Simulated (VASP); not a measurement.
# Cu (Fm-3m) in VASP: a series of runs

Runs on Cu. Level: PBE+D3(BJ). Tasks: single point, relaxation of cell and atoms.

Program: VASP 6.6.1. These are calculated values, not measurements. Logs are shortened: lines on timing, memory, paths and dates and some standing lists are left out, and cuts for length are marked.

## Step 1: The cell of the first run

The structure is cubic, space group Fm-3m (No. 225). Conventional cell: a = 3.563 Å, b = 3.563 Å, c = 3.563 Å, α = 90.00°, β = 90.00°, γ = 90.00°. Within 3.3 Å of Cu (site symmetry m-3m) lie 12 Cu at 2.52 Å.

## Step 2: Single point, PBE+D3(BJ)

Input file INCAR:

```
PREC = Accurate
ENCUT = 520
EDIFF = 1E-7
ISMEAR = 0
SIGMA = 0.1
LREAL = False
LASPH = True
NELM = 80
ALGO = Fast
ISIF = 2
LWAVE = False
LCHARG = True
GGA = PE
IVDW = 12
LELF = True
LVHAR = True
NBANDS = 12
```

Input file KPOINTS:

```
regular mesh
0
Gamma
  20 20 20
```

Input file POSCAR:

```
Cu
1.0
    0.0000000000      1.7816852389      1.7816852389
    1.7816852389      0.0000000000      1.7816852389
    1.7816852389      1.7816852389      0.0000000000
Cu
1
Direct
    0.0000000000      0.0000000000      0.0000000000
```

Potentials or basis: VASP PAW PBE potentials, release 64 (Cu).

The run is started by

```sh
$ cat potpaw_PBE.64/Cu/POTCAR > POTCAR
$ mpirun -np 1 vasp_std > vasp.out
```

OUTCAR:

```text
PREC = Accurate
   ENCUT = 520
   EDIFF = 1E-7
   ISMEAR = 0
   LREAL = False
   LASPH = True
   NELM = 80
   ISIF = 2
   GGA = PE
   IVDW = 12
 IVDW          = 12

 ion  position               nearest neighbor table
   1  0.000  0.000  0.000-

  LATTYP: Found a face centered cubic cell.
 ALAT       =     3.5633704778

  Lattice vectors:

 A1 = (   0.0000000000,   1.7816852389,   1.7816852389)
 A2 = (   1.7816852389,   0.0000000000,   1.7816852389)
 A3 = (   1.7816852389,   1.7816852389,   0.0000000000)

Analysis of symmetry for initial positions (statically):
=====================================================================
 Subroutine PRICEL returns:
 Original cell was already a primitive cell.

 Routine SETGRP: Setting up the symmetry group for a
 face centered cubic supercell.

 Subroutine GETGRP returns: Found 48 space group operations
 (whereof 48 operations were pure point group operations)
 out of a pool of 48 trial point group operations.

The static configuration has the point symmetry O_h .

Analysis of symmetry for dynamics (positions and initial velocities):
=====================================================================
 Subroutine PRICEL returns:
 Original cell was already a primitive cell.

 Routine SETGRP: Setting up the symmetry group for a
 face centered cubic supercell.

 Subroutine GETGRP returns: Found 48 space group operations
 (whereof 48 operations were pure point group operations)
 out of a pool of 48 trial point group operations.

The dynamic configuration has the point symmetry O_h .

 Subroutine INISYM returns: Found 48 space group operations
 (whereof 48 operations are pure point group operations),
 and found     1 'primitive' translations

----------------------------------------------------------------------------------------

                                     Primitive cell

  volume of cell :      11.3116

  direct lattice vectors                    reciprocal lattice vectors
     0.000000000  1.781685239  1.781685239    -0.280633183  0.280633183  0.280633183
     1.781685239  0.000000000  1.781685239     0.280633183 -0.280633183  0.280633183
     1.781685239  1.781685239  0.000000000     0.280633183  0.280633183 -0.280633183

  length of vectors
     2.519683429  2.519683429  2.519683429     0.486070932  0.486070932  0.486070932

  position of ions in fractional coordinates (direct lattice)
     0.000000000  0.000000000  0.000000000

  ion indices of the primitive-cell ions
   primitive index   ion index
                 1           1

----------------------------------------------------------------------------------------

 KPOINTS: regular mesh

Automatic generation of k-mesh.
 Grid dimensions read from file:
 generate k-points for:   20   20   20

 Generating k-lattice:

  Cartesian coordinates                     Fractional coordinates (reciprocal lattice)
    -0.014031659  0.014031659  0.014031659     0.050000000  0.000000000  0.000000000
     0.014031659 -0.014031659  0.014031659     0.000000000  0.050000000  0.000000000
     0.014031659  0.014031659 -0.014031659     0.000000000  0.000000000  0.050000000

  Length of vectors
     0.024303547  0.024303547  0.024303547

  Shift w.r.t. Gamma in fractional coordinates (k-lattice)
     0.000000000  0.000000000  0.000000000

 Subroutine IBZKPT returns following result:
 ===========================================

 Found    256 irreducible k-points:

 Following reciprocal coordinates:
            Coordinates               Weight
  0.000000  0.000000  0.000000      1.000000
  0.050000  0.000000  0.000000      8.000000
  0.100000  0.000000  0.000000      8.000000
  0.150000  0.000000  0.000000      8.000000
  0.200000  0.000000  0.000000      8.000000
  0.250000  0.000000  0.000000      8.000000
[... 16 lines left out ...]
 -0.400000  0.050000  0.000000     24.000000
 -0.350000  0.050000  0.000000     24.000000
 [... further k-points ...]
   k-points           NKPTS =    256   k-points in BZ     NKDIM =    256   number of bands    NBANDS=     12
   number of dos      NEDOS =    301   number of ions     NIONS =      1
   total plane-waves  NPLWV =   8000
   dimension x,y,z NGX =    20 NGY =   20 NGZ =   20
   dimension x,y,z NGXF=    40 NGYF=   40 NGZF=   40
   ions per type =               1
   NGX,Y,Z   is equivalent  to a cutoff of  13.20, 13.20, 13.20 a.u.
   NGXF,Y,Z  is equivalent  to a cutoff of  26.39, 26.39, 26.39 a.u.
 SYSTEM =  unknown system
   PREC   = accura    normal or accurate (medium, high low for compatibility)
   ISTART =      0    job   : 0-new  1-cont  2-samecut
   ICHARG =      2    charge: 1-file 2-atom 10-const
   ISPIN  =      1    spin polarized calculation?
   LNONCOLLINEAR =      F non collinear calculations
   LSORBIT =      F    spin-orbit coupling
   LASPH  =      T    aspherical Exc in radial PAW
   ENCUT  =  520.0 eV  38.22 Ry    6.18 a.u.   4.68  4.68  4.68*2*pi/ulx,y,z
   NELM   =     80;   NELMIN=  2; NELMDL= -5     # of ELM steps
   EDIFF  = 0.1E-06   stopping-criterion for ELM
   LREAL  =      F    real-space projection
   EDIFFG = 0.1E-05   stopping-criterion for IOM
   NSW    =      0    number of steps for IOM
   IBRION =     -1    ionic relax: 0-MD 1-quasi-New 2-CG
   NFREE  =      0    steps in history (QN), initial steepest desc. (CG)
   ISIF   =      2    stress and relaxation
   ISYM   =      2    0-nonsym 1-usesym 2-fastsym
   POTIM  = 0.5000    time-step for ionic-motion
   TEBEG  =    0.0;   TEEND  =   0.0 temperature during run
   PSTRESS=    0.0 pullay stress
   NELECT =      11.0000    total number of electrons
   NUPDOWN=      -1.0000    fix difference up-down
   EMIN   =  10.00;   EMAX   =-10.00  energy-range for DOS
   EFERMI =   0.00;   METHOD = LEGACY
   ISMEAR =     0;   SIGMA  =   0.10  broadening in eV -4-tet -1-fermi 0-gaus
   EFERMI_NEDOS =   21; number of points for ismear=-14 and -15
   IALGO  =     68    algorithm
   IMIX   =      4    mixing-type and parameters
     AMIX     =   0.40;   BMIX     =  1.00
     AMIX_MAG =   1.60;   BMIX_MAG =  1.00
  volume/ion in A,a.u.               =      11.31        76.33
  Fermi-wavevector in a.u.,A,eV,Ry     =   1.621927  3.064998 35.792146  2.630649
  Thomas-Fermi vector in A             =   2.715624
   LORBIT       =      0    0 simple, 1 ext, 2 COOP (PROOUT), +10 PAW based schemes
   GGA     = PE    functional components
   LHFCALC =     F    Hartree Fock is set to
   AEXX    =    0.0000 exact exchange contribution
   IVDW    =    12    specifies the selected vdW correction
   LEPSILON=     F    determine dielectric tensor
   LRPA    =     F    only Hartree local field effects (RPA)
 non-spin polarized calculation
 RMM-DIIS sequential band-by-band and
 Gauss-broadening in eV      SIGMA  =   0.10
  energy-cutoff  :      520.00
  volume of cell :       11.31
 maximum number of plane-waves:       322
   NGX =  9   NGY =  9   NGZ =  9

 number of electron      11.0000013 magnetization

 Free energy of the ion-electron system (eV)
  ---------------------------------------------------
  ext. energy  EPLUGINS =         0.00000000
  ---------------------------------------------------
  free energy    TOTEN  =        -3.70984040 eV

  energy without entropy =       -3.70857532  energy(sigma->0) =       -3.70920786

 E-fermi :   8.1100     XC(G=0): -12.9783

 val. band max:        8.0586722623   @ k =   0.4500   0.3000   0.0000
 cond. band min:       8.1110818741   @ k =   0.5000   0.2500   0.1000
 fundamental gap:      0.0524096117
 Fermi energy:         8.1100020238

 k-point     1 :       0.0000    0.0000    0.0000
  band No.  band energies     occupation
      1      -1.5522      2.00000
      2       4.9706      2.00000
      3       4.9706      2.00000
      4       4.9706      2.00000
      5       5.8497      2.00000
      6       5.8497      2.00000
      7      31.0715      0.00000
      8      34.0548      0.00000
      9      34.0548      0.00000
     10      34.0548      0.00000
     11      36.5897      0.00000
     12      36.5897      0.00000

 k-point     2 :       0.0500    0.0000    0.0000
  band No.  band energies     occupation
      1      -1.4581      2.00000
      2       4.9495      2.00000
      3       4.9891      2.00000
      4       4.9891      2.00000
      5       5.8421      2.00000
      6       5.8421      2.00000
      7      30.6223      0.00000
      8      32.7505      0.00000
      9      33.7469      0.00000
     10      33.7469      0.00000
     11      37.0264      0.00000
     12      37.0264      0.00000

 k-point     3 :       0.1000    0.0000    0.0000
  band No.  band energies     occupation
      1      -1.1785      2.00000
      2       4.8912      2.00000
      3       5.0390      2.00000
      4       5.0390      2.00000
      5       5.8251      2.00000
      6       5.8251      2.00000
      7      28.6903      0.00000
      8      31.9519      0.00000
      9      33.1500      0.00000
     10      33.1500      0.00000
     11      37.9718      0.00000
     12      38.2437      0.00000
[... 286 lines left out ...]
 k-point    23 :      -0.4000    0.0500    0.0000
  band No.  band energies     occupation
      1       2.6981      2.00000
      2       4.9427      2.00000
      3       4.9925      2.00000
      4       5.7111      2.00000
      5       6.3238      2.00000
      6       6.7953      2.00000
      7      13.7942      0.00000
      8      28.4611      0.00000
      9      30.4135      0.00000
     10      31.2700      0.00000
     11      34.1525      0.00000
     12      35.5724      0.00000

 k-point    24 :      -0.3500    0.0500    0.0000
  band No.  band energies     occupation
      1       2.3483      2.00000
      2       4.9969      2.00000
      3       5.0397      2.00000
      4       5.1637      2.00000
      5       6.1857      2.00000
      6       6.4831      2.00000
      7      15.6751      0.00000
      8      28.4208      0.00000
      9      30.7992      0.00000
     10      32.0224      0.00000
     11      34.2250      0.00000
     12      36.0373      0.00000

 [... further k-points ...]

------------------------ aborting loop because EDIFF is reached ----------------------------------------

 Edisp (eV)   -0.60974

 E8    (eV) :    -0.2615

  FORCE on cell =-STRESS in cart. coord.  units (eV):
  Direction    XX          YY          ZZ          XY          YZ          ZX
  --------------------------------------------------------------------------------------
  -------------------------------------------------------------------------------------
  Total       0.06540     0.06540     0.06540    -0.00000     0.00000    -0.00000
  in kB       9.26269     9.26269     9.26269    -0.00000     0.00000    -0.00000
  external pressure =        9.26 kB  Pullay stress =        0.00 kB

 VOLUME and BASIS-vectors are now :
 -----------------------------------------------------------------------------
  energy-cutoff  :      520.00
  volume of cell :       11.31
      direct lattice vectors                 reciprocal lattice vectors
     0.000000000  1.781685239  1.781685239    -0.280633183  0.280633183  0.280633183
     1.781685239  0.000000000  1.781685239     0.280633183 -0.280633183  0.280633183
     1.781685239  1.781685239  0.000000000     0.280633183  0.280633183 -0.280633183

 POSITION                                       TOTAL-FORCE (eV/Angst)
 -----------------------------------------------------------------------------------
      0.00000      0.00000      0.00000         0.000000      0.000000      0.000000
 -----------------------------------------------------------------------------------
    total drift:                               -0.000000     -0.000000     -0.000000

  FREE ENERGIE OF THE ION-ELECTRON SYSTEM (eV)
  ---------------------------------------------------
  free  energy   TOTEN  =        -4.3195812361 eV

  energy  without entropy=       -4.3183161511  energy(sigma->0) =       -4.31894869
```

Wall time 27 s (1 thread of AMD EPYC 9R14 (Zen 4), shared host); peak memory 0.13 GiB.

Results:

```yaml
Free_energy: -4.3196 eV
Pressure: 0.9 GPa
Dispersion_energy_per_atom: -0.610 eV
```

Caveat: pairwise dispersion overbinds metals, which lowers pressure and volume.

## Step 3: Relaxation of cell and atoms, PBE+D3(BJ)

This run uses another cell than the first one, of 11.96 Å³/atom, 1.057 times its volume.

Input file INCAR:

```
SYSTEM = Cu
PREC = Accurate ; ENCUT = 600
EDIFF = 1E-6 ; ISMEAR = 0
SIGMA = 0.1 ; LREAL = .FALSE.
LASPH = .TRUE. ; NELM = 80
ALGO = Normal ; ISIF = 3
LWAVE = .FALSE. ; LCHARG = .FALSE.
GGA = PE ; IVDW = 12
IBRION = 2 ; NSW = 70
EDIFFG = -0.005
```

Input file KPOINTS:

```
regular mesh
0
G
  20 20 20
  0 0 0
```

Input file POSCAR:

```
Cu
1.0
    0.0000000000      1.8148741495      1.8148741495
    1.8148741495      0.0000000000      1.8148741495
    1.8148741495      1.8148741495      0.0000000000
Cu
1
Direct
    0.0000000000      0.0000000000      0.0000000000
```

Potentials or basis: VASP PAW PBE potentials, release 64 (Cu).

The run is started by

```sh
$ cat potpaw_PBE.64/Cu/POTCAR > POTCAR
$ mpirun -np 1 vasp_std > vasp.out
```

Run time: 67 s. Hardware: 1 thread of AMD EPYC 9R14 (Zen 4), shared host; peak memory 0.16 GiB.

It converged, with:

| Property | Result |
| --- | --- |
| Free energy | -4.3199 eV |
| Relaxed volume | 11.36 Å³/atom |
| Relaxed cell | a = 2.523 Å, b = 2.523 Å, c = 2.523 Å, α = 60.00°, β = 60.00°, γ = 60.00° |
| Space group after relaxing (to 0.05 Å) | Fm-3m (No. 225) |
| Energy gained by relaxing | 14.8 meV/atom |
| Ionic steps | 5 |
| Pressure after relaxing | 0.0 GPa |
| Dispersion energy per atom | -0.607 eV |

The path:
```tsv
step	energy change (eV)	largest force (eV/Å)	pressure (GPa)	volume (Å³)
1	0.0000	0.0000	-7.36	11.96
2	-0.0100	0.0000	5.05	11.03
3	-0.0148	0.0000	-0.08	11.35
4	-0.0148	0.0000	0.19	11.34
5	-0.0148	0.0000	-0.05	11.36
```

Final structure:
```cif
data_structure
_symmetry_space_group_name_H-M 'P 1'
_symmetry_Int_Tables_number 1
_cell_length_a 2.5230
_cell_length_b 2.5230
_cell_length_c 2.5230
_cell_angle_alpha 60.000
_cell_angle_beta 60.000
_cell_angle_gamma 60.000
_cell_volume 11.36
loop_
_atom_site_label
_atom_site_type_symbol
_atom_site_fract_x
_atom_site_fract_y
_atom_site_fract_z
_atom_site_occupancy
Cu1 Cu 0.00000 0.00000 0.00000 1
```

Levels at points of the mesh, in eV from the Fermi level:
```
           k point  band 3  band 4  band 5  band 6  band 7  band 8  band 9
(0.00, 0.00, 0.00)   -3.13   -3.13   -2.25   -2.25   22.93   25.88   25.88
(0.50, 0.00, 0.00)   -3.16   -1.65   -1.65   -1.10    3.98   21.40   22.71
(0.50, 0.50, 0.00)   -1.67   -1.50   -1.50    1.49    7.42   13.41   13.41
```

Caveat: pairwise dispersion overbinds metals, which lowers pressure and volume.
